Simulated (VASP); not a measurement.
# Be (C2/m) in VASP: a series of runs

Runs on Be. Level: PBE. Tasks: single point.

Everything below comes from runs of VASP 6.6.1. Logs are shortened: lines on timing, memory, paths and dates and some standing lists are left out, and cuts for length are marked.

## 1. The cell of the first run

The structure is monoclinic, space group C2/m (No. 12). Conventional cell: a = 3.958 Å, b = 2.285 Å, c = 3.584 Å, α = 90.00°, β = 90.00°, γ = 90.00°. Be (site symmetry m) has 12 Be at 2.09 to 2.34 Å within 2.8 Å.

## 2. Single point, PBE (shortest bond scaled by 0.94)

INCAR

```
ALGO = Normal
EDIFF = 1E-6
ENCUT = 520
GGA = PE
ISIF = 2
ISMEAR = -1
LASPH = True
LCHARG = True
LELF = True
LREAL = False
LVHAR = True
LWAVE = False
NBANDS = 9
NELM = 80
PREC = Accurate
SIGMA = 0.05
```

KPOINTS

```
k-points
0
Gamma
  15 15 8
```

POSCAR

```
Be
1.0
    2.2853000000      0.0000000000      0.0000000000
   -1.1426500000      1.9791278553      0.0000000000
    0.0000000000      0.0000000000      3.5842000000
Be
2
Direct
    0.3133333333      0.6566666667      0.2350000000
    0.6866666667      0.3433333333      0.7650000000
```

Potentials or basis: VASP PAW PBE potentials, release 64 (Be).

Launch:

```console
$ cat potpaw_PBE.64/Be/POTCAR > POTCAR
$ mpirun -np 1 vasp_std > vasp.out
```

OUTCAR:

```text
EDIFF = 1E-6
   ENCUT = 520
   GGA = PE
   ISIF = 2
   ISMEAR = -1
   LASPH = True
   LREAL = False
   NELM = 80
   PREC = Accurate

 ion  position               nearest neighbor table
   1  0.313  0.657  0.235-   2 2.09   2 2.17   2 2.17   2 2.27   2 2.34   2 2.34
   2  0.687  0.343  0.765-   1 2.09   1 2.17   1 2.17   1 2.27   1 2.34   1 2.34

  LATTYP: Found a hexagonal cell.
 ALAT       =     2.2853000000
 C/A-ratio  =     1.5683717674

  Lattice vectors:

 A1 = (   2.2853000000,   0.0000000000,   0.0000000000)
 A2 = (  -1.1426500000,   1.9791278553,   0.0000000000)
 A3 = (   0.0000000000,   0.0000000000,   3.5842000000)

Analysis of symmetry for initial positions (statically):
=====================================================================
 Subroutine PRICEL returns:
 Original cell was already a primitive cell.

 Routine SETGRP: Setting up the symmetry group for a
 hexagonal supercell.

 Subroutine GETGRP returns: Found  4 space group operations
 (whereof  4 operations were pure point group operations)
 out of a pool of 24 trial point group operations.

The static configuration has the point symmetry C_2h.

Analysis of symmetry for dynamics (positions and initial velocities):
=====================================================================
 Subroutine PRICEL returns:
 Original cell was already a primitive cell.

 Routine SETGRP: Setting up the symmetry group for a
 hexagonal supercell.

 Subroutine GETGRP returns: Found  4 space group operations
 (whereof  4 operations were pure point group operations)
 out of a pool of 24 trial point group operations.

The dynamic configuration has the point symmetry C_2h.

 Subroutine INISYM returns: Found  4 space group operations
 (whereof  4 operations are pure point group operations),
 and found     1 'primitive' translations

----------------------------------------------------------------------------------------

                                     Primitive cell

  volume of cell :      16.2110

  direct lattice vectors                    reciprocal lattice vectors
     2.285300000  0.000000000  0.000000000     0.437579311  0.252636533  0.000000000
    -1.142650000  1.979127855  0.000000000     0.000000000  0.505273066  0.000000000
     0.000000000  0.000000000  3.584200000     0.000000000  0.000000000  0.279002288

  length of vectors
     2.285300000  2.285300000  3.584200000     0.505273066  0.505273066  0.279002288

  position of ions in fractional coordinates (direct lattice)
     0.313333333  0.656666667  0.235000000
     0.686666667  0.343333333  0.765000000

  ion indices of the primitive-cell ions
   primitive index   ion index
                 1           1
                 2           2

----------------------------------------------------------------------------------------

 KPOINTS: k-points

Automatic generation of k-mesh.
 Grid dimensions read from file:
 generate k-points for:   15   15    8

 Generating k-lattice:

  Cartesian coordinates                     Fractional coordinates (reciprocal lattice)
     0.029171954  0.016842436  0.000000000     0.066666667  0.000000000  0.000000000
     0.000000000  0.033684871  0.000000000     0.000000000  0.066666667  0.000000000
     0.000000000  0.000000000  0.034875286     0.000000000  0.000000000  0.125000000

  Length of vectors
     0.033684871  0.033684871  0.034875286

  Shift w.r.t. Gamma in fractional coordinates (k-lattice)
     0.000000000  0.000000000  0.000000000

 Subroutine IBZKPT returns following result:
 ===========================================

 Found    488 irreducible k-points:

 Following reciprocal coordinates:
            Coordinates               Weight
  0.000000  0.000000  0.000000      1.000000
  0.066667  0.000000  0.000000      2.000000
  0.000000  0.066667  0.000000      4.000000
  0.133333  0.000000  0.000000      2.000000
  0.000000  0.133333  0.000000      4.000000
  0.200000  0.000000  0.000000      2.000000
[... 16 lines left out ...]
 -0.266667  0.200000  0.000000      4.000000
  0.266667  0.066667  0.000000      4.000000
 [... further k-points ...]
   k-points           NKPTS =    488   k-points in BZ     NKDIM =    488   number of bands    NBANDS=      9
   number of dos      NEDOS =    301   number of ions     NIONS =      2
   total plane-waves  NPLWV =   9072
   dimension x,y,z NGX =    18 NGY =   18 NGZ =   28
   dimension x,y,z NGXF=    36 NGYF=   36 NGZF=   56
   ions per type =               2
   NGX,Y,Z   is equivalent  to a cutoff of  13.09, 13.09, 12.99 a.u.
   NGXF,Y,Z  is equivalent  to a cutoff of  26.19, 26.19, 25.97 a.u.
 SYSTEM =  unknown system
   PREC   = accura    normal or accurate (medium, high low for compatibility)
   ISTART =      0    job   : 0-new  1-cont  2-samecut
   ICHARG =      2    charge: 1-file 2-atom 10-const
   ISPIN  =      1    spin polarized calculation?
   LNONCOLLINEAR =      F non collinear calculations
   LSORBIT =      F    spin-orbit coupling
   LASPH  =      T    aspherical Exc in radial PAW
   ENCUT  =  520.0 eV  38.22 Ry    6.18 a.u.   4.25  4.25  6.66*2*pi/ulx,y,z
   NELM   =     80;   NELMIN=  2; NELMDL= -5     # of ELM steps
   EDIFF  = 0.1E-05   stopping-criterion for ELM
   LREAL  =      F    real-space projection
   EDIFFG = 0.1E-04   stopping-criterion for IOM
   NSW    =      0    number of steps for IOM
   IBRION =     -1    ionic relax: 0-MD 1-quasi-New 2-CG
   NFREE  =      0    steps in history (QN), initial steepest desc. (CG)
   ISIF   =      2    stress and relaxation
   ISYM   =      2    0-nonsym 1-usesym 2-fastsym
   POTIM  = 0.5000    time-step for ionic-motion
   TEBEG  =    0.0;   TEEND  =   0.0 temperature during run
   PSTRESS=    0.0 pullay stress
   NELECT =       4.0000    total number of electrons
   NUPDOWN=      -1.0000    fix difference up-down
   EMIN   =  10.00;   EMAX   =-10.00  energy-range for DOS
   EFERMI =   0.00;   METHOD = LEGACY
   ISMEAR =    -1;   SIGMA  =   0.05  broadening in eV -4-tet -1-fermi 0-gaus
   EFERMI_NEDOS =   21; number of points for ismear=-14 and -15
   IALGO  =     38    algorithm
   IMIX   =      4    mixing-type and parameters
     AMIX     =   0.40;   BMIX     =  1.00
     AMIX_MAG =   1.60;   BMIX_MAG =  1.00
  volume/ion in A,a.u.               =       8.11        54.70
  Fermi-wavevector in a.u.,A,eV,Ry     =   1.026814  1.940397 14.345258  1.054347
  Thomas-Fermi vector in A             =   2.160726
   LORBIT       =      0    0 simple, 1 ext, 2 COOP (PROOUT), +10 PAW based schemes
   GGA     = PE    functional components
   LHFCALC =     F    Hartree Fock is set to
   AEXX    =    0.0000 exact exchange contribution
   IVDW    =     0    specifies the selected vdW correction
   LEPSILON=     F    determine dielectric tensor
   LRPA    =     F    only Hartree local field effects (RPA)
 non-spin polarized calculation
  energy-cutoff  :      520.00
  volume of cell :       16.21
 maximum number of plane-waves:       454
 NGX is ok and might be reduce to    18
   NGX =  9   NGY =  9   NGZ = 13

 number of electron       4.0000000 magnetization

 Free energy of the ion-electron system (eV)
  ---------------------------------------------------
  ext. energy  EPLUGINS =         0.00000000
  ---------------------------------------------------
  free energy    TOTEN  =        -7.47382658 eV

  energy without entropy =       -7.47251607  energy(sigma->0) =       -7.47317132

 E-fermi :   7.0963     XC(G=0): -10.5181

 val. band max:        7.0852553001   @ k =   0.2667   0.1333   0.0000
 cond. band min:       7.1084896519   @ k =   0.4000   0.3333   0.2500
 fundamental gap:      0.0232343518
 Fermi energy:         7.0962794106

 k-point     1 :       0.0000    0.0000    0.0000
  band No.  band energies     occupation
      1      -4.4021      2.00000
      2       2.5360      2.00000
      3       7.8551      0.00000
      4      22.1481      0.00000
      5      22.6502      0.00000
      6      24.8381      0.00000
      7      25.6278      0.00000
      8      27.6249      0.00000
      9      33.3864      0.00000

 k-point     2 :       0.0667    0.0000    0.0000
  band No.  band energies     occupation
      1      -4.2763      2.00000
      2       2.7005      2.00000
      3       7.8927      0.00000
      4      21.2454      0.00000
      5      21.7923      0.00000
      6      25.3568      0.00000
      7      25.5148      0.00000
      8      27.3410      0.00000
      9      31.3006      0.00000

 k-point     3 :       0.0000    0.0667    0.0000
  band No.  band energies     occupation
      1      -4.2761      2.00000
      2       2.6996      2.00000
      3       7.8974      0.00000
      4      21.3172      0.00000
      5      21.6959      0.00000
      6      24.9428      0.00000
      7      25.9141      0.00000
      8      27.3912      0.00000
      9      31.6720      0.00000

 k-point     4 :       0.1333    0.0000    0.0000
  band No.  band energies     occupation
      1      -3.8984      2.00000
      2       3.1935      2.00000
      3       7.9900      0.00000
      4      19.0667      0.00000
      5      20.3546      0.00000
      6      25.2037      0.00000
      7      25.7063      0.00000
      8      26.3395      0.00000
      9      28.8777      0.00000

 k-point     5 :       0.0000    0.1333    0.0000
  band No.  band energies     occupation
      1      -3.8977      2.00000
      2       3.1897      2.00000
      3       8.0120      0.00000
      4      19.0316      0.00000
      5      20.2711      0.00000
      6      24.9049      0.00000
      7      25.9674      0.00000
      8      26.5494      0.00000
      9      29.1575      0.00000

 k-point     6 :       0.2000    0.0000    0.0000
  band No.  band energies     occupation
      1      -3.2679      2.00000
      2       4.0130      2.00000
      3       8.0762      0.00000
      4      16.5372      0.00000
      5      18.9796      0.00000
      6      24.1543      0.00000
      7      24.5741      0.00000
      8      25.4191      0.00000
      9      26.8105      0.00000
[... 169 lines left out ...]
 k-point    21 :       0.2000    0.0667    0.0000
  band No.  band energies     occupation
      1      -2.7625      2.00000
      2       4.6651      2.00000
      3       8.1038      0.00000
      4      15.2331      0.00000
      5      17.6460      0.00000
      6      22.8990      0.00000
      7      23.6181      0.00000
      8      24.8359      0.00000
      9      27.3307      0.00000

 k-point    22 :      -0.0667    0.2667    0.0000
  band No.  band energies     occupation
      1      -2.7607      2.00000
      2       4.6478      2.00000
      3       8.2071      0.00000
      4      15.0275      0.00000
      5      17.5944      0.00000
      6      23.1495      0.00000
      7      23.8354      0.00000
      8      24.5574      0.00000
      9      27.7103      0.00000

 k-point    23 :      -0.2667    0.2000    0.0000
  band No.  band energies     occupation
      1      -2.7621      2.00000
      2       4.6548      2.00000
      3       8.1802      0.00000
      4      15.0424      0.00000
      5      17.6294      0.00000
      6      23.0413      0.00000
      7      23.8142      0.00000
      8      24.8277      0.00000
      9      27.4076      0.00000

 k-point    24 :       0.2667    0.0667    0.0000
  band No.  band energies     occupation
      1      -1.7538      2.00000
      2       5.9642      2.00000
      3       7.7192      0.00001
      4      13.4271      0.00000
      5      16.5995      0.00000
      6      20.1536      0.00000
      7      21.5719      0.00000
      8      24.2197      0.00000
      9      26.8119      0.00000

 [... further k-points ...]

------------------------ aborting loop because EDIFF is reached ----------------------------------------

  FORCE on cell =-STRESS in cart. coord.  units (eV):
  Direction    XX          YY          ZZ          XY          YZ          ZX
  --------------------------------------------------------------------------------------
  -------------------------------------------------------------------------------------
  Total       -0.2351656     -0.4000975      0.1252217      0.1428352      0.0630964      0.1092861
  in kB      -23.2420860    -39.5427759     12.3760126     14.1168115      6.2359950     10.8010556
  external PRESSURE =     -16.8029498 kB  Pullay stress =       0.0000000 kB

 VOLUME and BASIS-vectors are now :
 -----------------------------------------------------------------------------
  energy-cutoff  :      520.00
  volume of cell :       16.21
      direct lattice vectors                 reciprocal lattice vectors
     2.285300000  0.000000000  0.000000000     0.437579311  0.252636533  0.000000000
    -1.142650000  1.979127855  0.000000000     0.000000000  0.505273066  0.000000000
     0.000000000  0.000000000  3.584200000     0.000000000  0.000000000  0.279002288

 POSITION                                       TOTAL-FORCE (eV/Angst)
 -----------------------------------------------------------------------------------
     -0.03428      1.29963      0.84229         0.266918      0.154105      0.836131
      1.17693      0.67950      2.74191        -0.266918     -0.154105     -0.836131
 -----------------------------------------------------------------------------------
    total drift:                                0.000000     -0.000000      0.000000

  FREE ENERGIE OF THE ION-ELECTRON SYSTEM (eV)
  ---------------------------------------------------
  free  energy   TOTEN  =        -7.4738265814 eV

  energy  without entropy=       -7.4725160663  energy(sigma->0) =       -7.47317132
```

Wall time 22 s (1 thread of Intel Xeon 6975P-C (Granite Rapids), shared host); peak memory 0.17 GiB.

Results:

| Quantity | Value |
| --- | --- |
| Free energy | -7.4738 eV |
| Pressure | -1.7 GPa |
| Largest force | 0.891 eV/Å |
| Band gap on the k mesh | zero (band 2 reaches 7.55 eV, above the bottom of band 3 at 5.81 eV) |

Forces in eV/Å, atoms in the order of the input:
```
Be   0.267  0.154  0.836
Be  -0.267 -0.154 -0.836
```

Stress tensor (GPa, compression positive):
```
-2.32  1.41  1.08
 1.41 -3.95  0.62
 1.08  0.62  1.24
```

Levels at points of the mesh, in eV from the Fermi level:
```tsv
k point	band 1	band 2	band 3	band 4	band 5	band 6
(0.00, 0.00, 0.00)	-11.50	-4.56	0.76	15.05	15.55	17.74
(0.00, 0.00, 0.50)	-9.56	-9.11	9.44	11.30	16.49	16.71
```

Caveat: the cell differs from its parent crystal (shortest bond scaled by 0.94).

## 3. Single point, PBE (shortest bond scaled by 0.94)

INCAR

```
SYSTEM = Be
PREC     = Accurate       ! precision mode
ENCUT    = 520            ! plane-wave cutoff, eV
EDIFF    = 1E-6           ! SCF threshold, eV
ISMEAR   = -1             ! smearing method
SIGMA    = 0.05           ! smearing width, eV
LREAL    = .False.        ! projectors in reciprocal space
LASPH    = .True.         ! aspherical terms in the spheres
NELM     = 80             ! most SCF steps
ALGO     = Normal         ! electronic algorithm
ISIF     = 2              ! what is computed and relaxed
LWAVE    = .False.        ! write WAVECAR
LCHARG   = .False.        ! write CHGCAR
GGA      = PE             ! functional
NBANDS   = 9              ! bands
```

KPOINTS

```
Automatic mesh
0
Gamma
  15 15 8
  0 0 0
```

POSCAR is that of step 2.

Potentials or basis: VASP PAW PBE potentials, release 64 (Be).

Launch:

```console
$ cat potpaw_PBE.64/Be/POTCAR > POTCAR
$ mpirun -np 1 vasp_std > vasp.out
```

It took 21 s on 1 thread of Intel Xeon 6975P-C (Granite Rapids), shared host; peak memory 0.17 GiB.

It converged, with:

- Free energy: -7.4738 eV
- Pressure: -1.7 GPa
- Largest force: 0.891 eV/Å
- Band gap on the k mesh: zero (band 2 reaches 7.55 eV, above the bottom of band 3 at 5.81 eV)

Forces in eV/Å, atoms in the order of the input:
```
Be   0.267  0.154  0.836
Be  -0.267 -0.154 -0.836
```

Stress tensor (GPa, compression positive):
```
-2.32  1.41  1.08
 1.41 -3.95  0.62
 1.08  0.62  1.24
```

Levels at points of the mesh, in eV from the Fermi level:
| k point | band 1 | band 2 | band 3 | band 4 | band 5 | band 6 |
| --- | --- | --- | --- | --- | --- | --- |
| (0.00, 0.00, 0.00) | -11.50 | -4.56 | 0.76 | 15.05 | 15.55 | 17.74 |
| (0.00, 0.00, 0.50) | -9.56 | -9.11 | 9.44 | 11.30 | 16.49 | 16.71 |

Caveat: the cell differs from its parent crystal (shortest bond scaled by 0.94).

## 4. Single point, PBE

INCAR

```
ALGO = Normal
EDIFF = 1E-7
ENCUT = 520
GGA = PE
ISIF = 2
ISMEAR = 0
LASPH = T
LCHARG = T
LELF = T
LREAL = F
LVHAR = T
LWAVE = F
NBANDS = 9
NELM = 100
PREC = Accurate
SIGMA = 0.05
```

KPOINTS

```
k-points
0
Gamma
  15 15 8
```

POSCAR is that of step 3.

Launch:

```console
$ cat potpaw_PBE.64/Be/POTCAR > POTCAR
$ mpirun -np 1 vasp_std > vasp.out
```

Run time: 25 s. Hardware: 1 thread of Intel Xeon 6975P-C (Granite Rapids), shared host; peak memory 0.16 GiB.

The run converged. Its results:

```yaml
Free_energy: -7.4733 eV
Pressure: -1.7 GPa
Largest_force: 0.894 eV/Å
Band_gap_on_the_k_mesh: zero (band 2 reaches 7.55 eV, above the bottom of band 3 at 5.81 eV)
```

Forces on the atoms (eV/Å):
```
Be   0.267  0.154  0.839
Be  -0.267 -0.154 -0.839
```

Stress tensor (GPa, compression positive):
```
-2.48  1.37  1.09
 1.37 -4.07  0.63
 1.09  0.63  1.51
```

Levels at points of the mesh, in eV from the Fermi level:
```
           k point  band 1  band 2  band 3  band 4  band 5  band 6
(0.00, 0.00, 0.00)  -11.51   -4.57    0.75   15.04   15.55   17.73
(0.00, 0.00, 0.50)   -9.57   -9.11    9.44   11.29   16.49   16.71
```
